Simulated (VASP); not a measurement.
Set up this calculation in VASP 6.6.1, as the native input.

| Quantity | Value |
| --- | --- |
| Task | single point |
| Functional | PBE |
| Potentials or basis | VASP PAW PBE potentials, release 64 (Al, Ni) |
| Cutoff | 520 eV |
| k mesh | 14 × 14 × 14 |
| Occupations | gaussian, width 0.1 eV |
| Spin | no spin polarisation |
| Dipole correction | no |
| Further INCAR settings | ALGO = Fast; EDIFF = 1e-06; NBANDS = 14 |

The structure of AlNi lies in POSCAR:

```
AlNi
1.0
    2.8638584679      0.0000000000      0.0000000000
    0.0000000000      2.8638584679      0.0000000000
    0.0000000000      0.0000000000      2.8638584679
Al Ni
1 1
Direct
    0.0000000000      0.0000000000      0.0000000000
    0.5000000000      0.5000000000      0.5000000000
```

This cell differs from its parent crystal: volume scaled by 0.97.

These files were run (other wordings do the same):

INCAR

```
SYSTEM = AlNi
ALGO = Fast
EDIFF = 1E-6
ENCUT = 520
GGA = PE
ISIF = 2
ISMEAR = 0
LASPH = .True.
LCHARG = .False.
LREAL = .False.
LWAVE = .False.
NBANDS = 14
NELM = 80
PREC = Accurate
SIGMA = 0.1
```

KPOINTS

```
k-points
0
Gamma
  14 14 14
  0 0 0
```

Potentials or basis: VASP PAW PBE potentials, release 64 (Al, Ni).

Command:

```sh
$ cat potpaw_PBE.64/Al/POTCAR potpaw_PBE.64/Ni/POTCAR > POTCAR
$ mpirun -np 1 vasp_std > vasp.out
```

It gave:

```yaml
Pressure: 5.0 GPa
```

Run time: 26 s on 1 thread of Intel(R) Xeon(R) Platinum 8259CL CPU @ 2.50GHz (Skylake/Cascade Lake) (shared host), peak memory 0.16 GiB.
